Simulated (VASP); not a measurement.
A run of VASP 6.6.1:

Contents of INCAR:

```
ALGO = Normal
EDIFF = 1E-6
ENCUT = 520
GGA = PE
ISIF = 2
ISMEAR = 0
LASPH = T
LCHARG = F
LREAL = F
LWAVE = F
NBANDS = 14
NELM = 100
PREC = Accurate
SIGMA = 0.01
```

The input KPOINTS:

```
k-points
0
Gamma
  6 6 6
```

POSCAR

```
NaF
1.0
    2.7934851911      0.0000000000      0.0000000000
    0.0000000000      2.7934851911      0.0000000000
    0.0000000000      0.0000000000      2.7934851911
Na F
1 1
Direct
    0.0000000000      0.0000000000      0.0000000000
    0.5000000000      0.5000000000      0.5000000000
```

Potentials or basis: VASP PAW PBE potentials, release 64 (Na_pv, F).

Run with:

```sh
$ cat potpaw_PBE.64/Na_pv/POTCAR potpaw_PBE.64/F/POTCAR > POTCAR
$ mpirun -np 1 vasp_std > vasp.out
```

Hardware: 1 thread of Intel(R) Xeon(R) Platinum 8488C (Sapphire Rapids), with other jobs on the host.

Question: Estimate the wall time of this run.

Answer: Wall time 4.8 s on 1 thread of Intel(R) Xeon(R) Platinum 8488C (Sapphire Rapids), with other jobs on the host, peak memory 0.13 GiB. Counts: scf iterations 12, k points 20.
